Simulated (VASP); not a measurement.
# TaN (P6/mmm) in VASP: further runs, part 2 of 3

VASP 6.6.1. Earlier steps stand in the parts before.

### 3 Electric field gradients, PBE (11.40 Å³/atom)

This run uses another cell than the first one, of 11.40 Å³/atom.

INCAR

```
PREC     = Accurate       # precision mode
ENCUT    = 520            # plane-wave cutoff, eV
EDIFF    = 1E-8           # SCF threshold, eV
ISMEAR   = -1             # smearing method
SIGMA    = 0.03           # smearing width, eV
LREAL    = F              # projectors in reciprocal space
LASPH    = T              # aspherical terms in the spheres
NELM     = 100            # most SCF steps
ALGO     = Normal         # electronic algorithm
ISIF     = 2              # what is computed and relaxed
LWAVE    = F              # write WAVECAR
LCHARG   = F              # write CHGCAR
GGA      = PE             # functional
LEFG     = T            
NBANDS   = 33             # bands
```

KPOINTS

```
Automatic mesh
0
Gamma
  5 5 8
```

POSCAR

```
TaN
1.0
    5.2022252935      0.0000000000      0.0000000000
   -2.6011126468      4.5052592604      0.0000000000
    0.0000000000      0.0000000000      2.9176612005
Ta N
3 3
Direct
    0.0000000000      0.0000000000      0.0000000000
    0.3333333333      0.6666666667      0.5000000000
    0.6666666667      0.3333333333      0.5000000000
    0.5000000000      0.0000000000      0.0000000000
    0.5000000000      0.5000000000      0.0000000000
    0.0000000000      0.5000000000      0.0000000000
```

Potentials or basis: VASP PAW PBE potentials, release 64 (Ta_pv, N).

The run is started by

```
$ cat potpaw_PBE.64/Ta_pv/POTCAR potpaw_PBE.64/N/POTCAR > POTCAR
$ mpirun -np 1 vasp_std > vasp.out
```

OUTCAR:

```text
PREC = Accurate
   ENCUT = 520
   EDIFF = 1E-8
   ISMEAR = -1
   LREAL = F
   LASPH = T
   NELM = 100
   ISIF = 2
   GGA = PE

 ion  position               nearest neighbor table
   1  0.000  0.000  0.000-   5 2.60   5 2.60   4 2.60   4 2.60   6 2.60   6 2.60   3 3.34   3 3.34
                             2 3.34   2 3.34   2 3.34   3 3.34   2 3.34   3 3.34   2 3.34   3 3.34
   2  0.333  0.667  0.500-   6 2.09   6 2.09   4 2.09   4 2.09   5 2.09   5 2.09   3 3.00   3 3.00
                             3 3.00   1 3.34   1 3.34   1 3.34   1 3.34   1 3.34   1 3.34
   3  0.667  0.333  0.500-   6 2.09   6 2.09   4 2.09   4 2.09   5 2.09   5 2.09   2 3.00   2 3.00
                             2 3.00   1 3.34   1 3.34   1 3.34   1 3.34   1 3.34   1 3.34
   4  0.500  0.000  0.000-   2 2.09   3 2.09   2 2.09   3 2.09   1 2.60   1 2.60
   5  0.500  0.500  0.000-   2 2.09   3 2.09   2 2.09   3 2.09   1 2.60   1 2.60
   6  0.000  0.500  0.000-   2 2.09   3 2.09   2 2.09   3 2.09   1 2.60   1 2.60

  LATTYP: Found a hexagonal cell.
 ALAT       =     5.2022252935
 C/A-ratio  =     0.5608486822

  Lattice vectors:

 A1 = (   5.2022252935,   0.0000000000,   0.0000000000)
 A2 = (  -2.6011126468,   4.5052592604,   0.0000000000)
 A3 = (   0.0000000000,   0.0000000000,   2.9176612005)

Analysis of symmetry for initial positions (statically):
=====================================================================
 Subroutine PRICEL returns:
 Original cell was already a primitive cell.

 Routine SETGRP: Setting up the symmetry group for a
 hexagonal supercell.

 Subroutine GETGRP returns: Found 24 space group operations
 (whereof 24 operations were pure point group operations)
 out of a pool of 24 trial point group operations.

[... 1048 lines left out ...]
  Total        3.3141047      3.3141047      3.3597555     -0.0000000     -0.0000000      0.0000000
  in kB       77.6484887     77.6484887     78.7180721     -0.0000000     -0.0000000      0.0000000
  external PRESSURE =      78.0050165 kB  Pullay stress =       0.0000000 kB

 VOLUME and BASIS-vectors are now :
 -----------------------------------------------------------------------------
  energy-cutoff  :      520.00
  volume of cell :       68.38
      direct lattice vectors                 reciprocal lattice vectors
     5.202225293  0.000000000  0.000000000     0.192225431  0.110981404  0.000000000
    -2.601112647  4.505259260  0.000000000     0.000000000  0.221962809  0.000000000
     0.000000000  0.000000000  2.917661200     0.000000000  0.000000000  0.342740274

 POSITION                                       TOTAL-FORCE (eV/Angst)
 -----------------------------------------------------------------------------------
      0.00000      0.00000      0.00000        -0.000000      0.000000      0.000000
     -0.00000      3.00351      1.45883         0.000000      0.000000      0.000000
      2.60111      1.50175      1.45883        -0.000000      0.000000     -0.000000
      2.60111      0.00000      0.00000        -0.000000      0.000000      0.000000
      1.30056      2.25263      0.00000        -0.000000      0.000000      0.000000
     -1.30056      2.25263      0.00000        -0.000000      0.000000      0.000000
 -----------------------------------------------------------------------------------
    total drift:                               -0.000000      0.000000     -0.000000

  FREE ENERGIE OF THE ION-ELECTRON SYSTEM (eV)
  ---------------------------------------------------
  free  energy   TOTEN  =       -64.7642334041 eV

  energy  without entropy=      -64.7614436847  energy(sigma->0) =      -64.76283854

 Electric field gradients (V/A^2)
---------------------------------------------------------------------
 ion       V_xx      V_yy      V_zz      V_xy      V_xz      V_yz
---------------------------------------------------------------------
   1     171.232   171.232  -342.465     0.000     0.000     0.000
   2     180.023   180.023  -360.046     0.000     0.000    -0.000
   3     180.023   180.023  -360.046     0.000     0.000    -0.000
   4      32.326   -28.182    -4.144    -0.001     0.000     0.000
   5     -13.055    17.200    -4.145    26.201     0.000    -0.000
   6     -13.054    17.198    -4.144   -26.201    -0.000    -0.000
---------------------------------------------------------------------

 Electric field gradients after diagonalization (V/A^2)
 (convention: |V_zz| > |V_xx| > |V_yy|)
----------------------------------------------------------------------
 ion       V_xx      V_yy      V_zz     asymmetry (V_yy - V_xx)/ V_zz
----------------------------------------------------------------------
   1     171.233   171.232  -342.465       0.000
   2     180.024   180.022  -360.046       0.000
   3     180.024   180.022  -360.046       0.000
   4     -28.182    -4.144    32.326       0.744
   5     -28.182    -4.145    32.327       0.744
   6     -28.182    -4.144    32.326       0.744
----------------------------------------------------------------------

           NMR quadrupolar parameters

 Cq : quadrupolar parameter    Cq=e*Q*V_zz/h
 eta: asymmetry parameters     (V_yy - V_xx)/ V_zz
 Q  : nuclear electric quadrupole moment in mb (millibarn)
----------------------------------------------------------------------
 ion       Cq(MHz)       eta       Q (mb)
----------------------------------------------------------------------
   1      -0.828       0.000       1.000
   2      -0.871       0.000       1.000
   3      -0.871       0.000       1.000
   4       0.078       0.744       1.000
   5       0.078       0.744       1.000
   6       0.078       0.744       1.000
----------------------------------------------------------------------
```

OSZICAR:

```text
N       E                     dE             d eps       ncg     rms          rms(c)
DAV:   1     0.453612124263E+03    0.45361E+03   -0.25889E+04  1650   0.152E+03
DAV:   2    -0.462940379829E+02   -0.49991E+03   -0.47529E+03  1925   0.451E+02
DAV:   3    -0.749756397493E+02   -0.28682E+02   -0.28153E+02  2013   0.105E+02
DAV:   4    -0.755205215464E+02   -0.54488E+00   -0.53991E+00  2090   0.142E+01
DAV:   5    -0.755340094238E+02   -0.13488E-01   -0.13465E-01  2074   0.173E+00    0.455E+01
DAV:   6    -0.653494721314E+02    0.10185E+02   -0.48771E+01  2061   0.386E+01    0.195E+01
DAV:   7    -0.649548507791E+02    0.39462E+00   -0.37250E+00  2086   0.140E+01    0.114E+01
DAV:   8    -0.647980792377E+02    0.15677E+00   -0.66912E-01  2065   0.509E+00    0.404E+00
DAV:   9    -0.647656876348E+02    0.32392E-01   -0.88225E-02  2033   0.270E+00    0.477E-01
DAV:  10    -0.647645226231E+02    0.11650E-02   -0.17474E-02  2077   0.717E-01    0.218E-01
DAV:  11    -0.647642475116E+02    0.27511E-03   -0.24783E-03  2063   0.327E-01    0.481E-02
DAV:  12    -0.647642349530E+02    0.12559E-04   -0.17116E-04  2105   0.919E-02    0.212E-02
DAV:  13    -0.647642332887E+02    0.16643E-05   -0.97192E-06  2031   0.223E-02    0.479E-03
DAV:  14    -0.647642335588E+02   -0.27011E-06   -0.12921E-06  2132   0.662E-03    0.255E-03
DAV:  15    -0.647642334096E+02    0.14921E-06   -0.36086E-07  2062   0.375E-03    0.274E-04
DAV:  16    -0.647642334041E+02    0.54888E-08   -0.12747E-08  1360   0.755E-04
   1 F= -.64764233E+02 E0= -.64762839E+02  d E =-.278972E-02
```

stdout:

```text
POSCAR found type information on POSCAR TaN
 POSCAR found :  2 types and       6 ions
 scaLAPACK will be used
 LDA part: xc-table for (Slater+PW92), standard interpolation
 POSCAR, INCAR and KPOINTS ok, starting setup
 FFT: planning ... GRIDC
 FFT: planning ... GRID_SOFT
 FFT: planning ... GRID
 WAVECAR not read
 entering main loop
ion   1

ion   2

ion   3

ion   4

ion   5

ion   6
```

It took 56 s on 1 thread of Intel Xeon Platinum 8488C (Sapphire Rapids), shared host; peak memory 0.21 GiB.

Results:

```
Free energy                             : -64.7642 eV
Pressure                                : 7.8 GPa
Band gap on the k mesh                  : zero (bands 24 and 25 overlap by 2.10 eV)
Largest electric field gradient by atom : Ta -342.5, -360.0 (each value once); N +32.3 V/Å²
```

Electric field gradients, principal values (V/Å²):
| atom | least | middle | greatest (by size) |
| --- | --- | --- | --- |
| 1 Ta | 171.232 | 171.233 | -342.465 |
| 2 Ta | 180.022 | 180.024 | -360.046 |
| 3 Ta | 180.022 | 180.024 | -360.046 |
| 4 N | -4.144 | -28.182 | 32.326 |
| 5 N | -4.145 | -28.182 | 32.327 |
| 6 N | -4.144 | -28.182 | 32.326 |

Caveat: the cell stands under pressure; without QUAD_EFG the Cq values of the log hold for a quadrupole moment of 1 mb, not for the nuclei; spin-orbit coupling is left out, which moves the levels of the heavy elements.

### 4 Electric field gradients, PBE (11.40 Å³/atom)

This run uses another cell than the first one, of 11.40 Å³/atom.

INCAR

```
SYSTEM = TaN
PREC = Accurate ; ENCUT = 520
EDIFF = 1E-8 ; ISMEAR = -1
SIGMA = 0.03 ; LREAL = .FALSE.
LASPH = .TRUE. ; NELM = 60
ALGO = Normal ; ISIF = 2
LWAVE = .FALSE. ; LCHARG = .FALSE.
GGA = PE ; LEFG = .TRUE.
NBANDS = 33
```

KPOINTS

```
regular mesh
0
G
  5 5 8
  0 0 0
```

POSCAR is that of step 3.

Potentials or basis: VASP PAW PBE potentials, release 64 (Ta_pv, N).

The run is started by

```
$ cat potpaw_PBE.64/Ta_pv/POTCAR potpaw_PBE.64/N/POTCAR > POTCAR
$ mpirun -np 1 vasp_std > vasp.out
```

OUTCAR:

```text
SYSTEM = TaN
   PREC = Accurate
   ENCUT = 520
   EDIFF = 1E-8
   ISMEAR = -1
   LREAL = .FALSE.
   LASPH = .TRUE.
   NELM = 60
   ISIF = 2
   GGA = PE

 ion  position               nearest neighbor table
   1  0.000  0.000  0.000-   5 2.60   5 2.60   4 2.60   4 2.60   6 2.60   6 2.60   3 3.34   3 3.34
                             2 3.34   2 3.34   2 3.34   3 3.34   2 3.34   3 3.34   2 3.34   3 3.34
   2  0.333  0.667  0.500-   6 2.09   6 2.09   4 2.09   4 2.09   5 2.09   5 2.09   3 3.00   3 3.00
                             3 3.00   1 3.34   1 3.34   1 3.34   1 3.34   1 3.34   1 3.34
   3  0.667  0.333  0.500-   6 2.09   6 2.09   4 2.09   4 2.09   5 2.09   5 2.09   2 3.00   2 3.00
                             2 3.00   1 3.34   1 3.34   1 3.34   1 3.34   1 3.34   1 3.34
   4  0.500  0.000  0.000-   2 2.09   3 2.09   2 2.09   3 2.09   1 2.60   1 2.60
   5  0.500  0.500  0.000-   2 2.09   3 2.09   2 2.09   3 2.09   1 2.60   1 2.60
   6  0.000  0.500  0.000-   2 2.09   3 2.09   2 2.09   3 2.09   1 2.60   1 2.60

  LATTYP: Found a hexagonal cell.
 ALAT       =     5.2022252935
 C/A-ratio  =     0.5608486822

  Lattice vectors:

 A1 = (   5.2022252935,   0.0000000000,   0.0000000000)
 A2 = (  -2.6011126468,   4.5052592604,   0.0000000000)
 A3 = (   0.0000000000,   0.0000000000,   2.9176612005)

Analysis of symmetry for initial positions (statically):
=====================================================================
 Subroutine PRICEL returns:
 Original cell was already a primitive cell.

 Routine SETGRP: Setting up the symmetry group for a
 hexagonal supercell.

 Subroutine GETGRP returns: Found 24 space group operations
 (whereof 24 operations were pure point group operations)
 out of a pool of 24 trial point group operations.

The static configuration has the point symmetry D_6h.

Analysis of symmetry for dynamics (positions and initial velocities):
=====================================================================
 Subroutine PRICEL returns:
 Original cell was already a primitive cell.
[... 1047 lines left out ...]
 -----------------------------------------------------------------------------
  energy-cutoff  :      520.00
  volume of cell :       68.38
      direct lattice vectors                 reciprocal lattice vectors
     5.202225293  0.000000000  0.000000000     0.192225431  0.110981404  0.000000000
    -2.601112647  4.505259260  0.000000000     0.000000000  0.221962809  0.000000000
     0.000000000  0.000000000  2.917661200     0.000000000  0.000000000  0.342740274

 POSITION                                       TOTAL-FORCE (eV/Angst)
 -----------------------------------------------------------------------------------
      0.00000      0.00000      0.00000        -0.000000      0.000000      0.000000
     -0.00000      3.00351      1.45883         0.000000      0.000000      0.000000
      2.60111      1.50175      1.45883        -0.000000      0.000000     -0.000000
      2.60111      0.00000      0.00000        -0.000000      0.000000      0.000000
      1.30056      2.25263      0.00000        -0.000000      0.000000      0.000000
     -1.30056      2.25263      0.00000        -0.000000      0.000000      0.000000
 -----------------------------------------------------------------------------------
    total drift:                               -0.000000      0.000000     -0.000000

  FREE ENERGIE OF THE ION-ELECTRON SYSTEM (eV)
  ---------------------------------------------------
  free  energy   TOTEN  =       -64.7642334041 eV

  energy  without entropy=      -64.7614436847  energy(sigma->0) =      -64.76283854

 Electric field gradients (V/A^2)
---------------------------------------------------------------------
 ion       V_xx      V_yy      V_zz      V_xy      V_xz      V_yz
---------------------------------------------------------------------
   1     171.232   171.232  -342.465     0.000     0.000     0.000
   2     180.023   180.023  -360.046     0.000     0.000    -0.000
   3     180.023   180.023  -360.046     0.000     0.000    -0.000
   4      32.326   -28.182    -4.144    -0.001     0.000     0.000
   5     -13.055    17.200    -4.145    26.201     0.000    -0.000
   6     -13.054    17.198    -4.144   -26.201    -0.000    -0.000
---------------------------------------------------------------------

 Electric field gradients after diagonalization (V/A^2)
 (convention: |V_zz| > |V_xx| > |V_yy|)
----------------------------------------------------------------------
 ion       V_xx      V_yy      V_zz     asymmetry (V_yy - V_xx)/ V_zz
----------------------------------------------------------------------
   1     171.233   171.232  -342.465       0.000
   2     180.024   180.022  -360.046       0.000
   3     180.024   180.022  -360.046       0.000
   4     -28.182    -4.144    32.326       0.744
   5     -28.182    -4.145    32.327       0.744
   6     -28.182    -4.144    32.326       0.744
----------------------------------------------------------------------

           NMR quadrupolar parameters

 Cq : quadrupolar parameter    Cq=e*Q*V_zz/h
 eta: asymmetry parameters     (V_yy - V_xx)/ V_zz
 Q  : nuclear electric quadrupole moment in mb (millibarn)
----------------------------------------------------------------------
 ion       Cq(MHz)       eta       Q (mb)
----------------------------------------------------------------------
   1      -0.828       0.000       1.000
   2      -0.871       0.000       1.000
   3      -0.871       0.000       1.000
   4       0.078       0.744       1.000
   5       0.078       0.744       1.000
   6       0.078       0.744       1.000
----------------------------------------------------------------------
```

Wall time 58 s (1 thread of Intel Xeon Platinum 8488C (Sapphire Rapids), shared host); peak memory 0.2 GiB.

What came out:

```yaml
Free_energy: -64.7642 eV
Pressure: 7.8 GPa
Band_gap_on_the_k_mesh: zero (bands 24 and 25 overlap by 2.10 eV)
Largest_electric_field_gradient_by_atom: Ta -342.5, -360.0 (each value once); N +32.3 V/Å²
```

Stress tensor (GPa, compression positive):
```
7.76 0.00 0.00
0.00 7.76 0.00
0.00 0.00 7.87
```

Electric field gradients, principal values (V/Å²):
| atom | least | middle | greatest (by size) |
| --- | --- | --- | --- |
| 1 Ta | 171.232 | 171.233 | -342.465 |
| 2 Ta | 180.022 | 180.024 | -360.046 |
| 3 Ta | 180.022 | 180.024 | -360.046 |
| 4 N | -4.144 | -28.182 | 32.326 |
| 5 N | -4.145 | -28.182 | 32.327 |
| 6 N | -4.144 | -28.182 | 32.326 |

Caveat: the cell stands under pressure; without QUAD_EFG the Cq values of the log hold for a quadrupole moment of 1 mb, not for the nuclei; spin-orbit coupling is left out, which moves the levels of the heavy elements.

(Part 2 of 3 ends here.)
